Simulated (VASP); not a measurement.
A run of VASP 6.6.1:

Contents of INCAR:

```
PREC = Accurate
ENCUT = 520
EDIFF = 1E-7
ISMEAR = 0
SIGMA = 0.05
LREAL = F
LASPH = T
NELM = 60
ALGO = Normal
ISIF = 2
LWAVE = F
LCHARG = T
GGA = PE
IVDW = 12
LELF = T
LVHAR = T
NBANDS = 16
```

The input KPOINTS:

```
regular mesh
0
Gamma
  12 12 4
```

The input POSCAR:

```
BN
1.0
    2.5061233057      0.0000000000      0.0000000000
   -1.2530616528      2.1703664477      0.0000000000
    0.0000000000      0.0000000000      6.5973571420
B N
2 2
Direct
    0.1105804046      0.2211608093      0.4708974373
    0.3333333333      0.6666666667      0.0000000000
    0.0000000000      0.0000000000      0.0000000000
    0.6666666667      0.3333333333      0.5000000000
```

Potentials or basis: VASP PAW PBE potentials, release 64 (B, N).

Command:

```console
$ cat potpaw_PBE.64/B/POTCAR potpaw_PBE.64/N/POTCAR > POTCAR
$ mpirun -np 1 vasp_std > vasp.out
```

Hardware: 1 thread of Intel(R) Xeon(R) 6975P-C (Granite Rapids), on a shared host.

Estimate the wall time of this run.

It took 44 s on 1 thread of Intel(R) Xeon(R) 6975P-C (Granite Rapids), on a shared host, peak memory 0.21 GiB. Counts: scf iterations 14, k points 164.
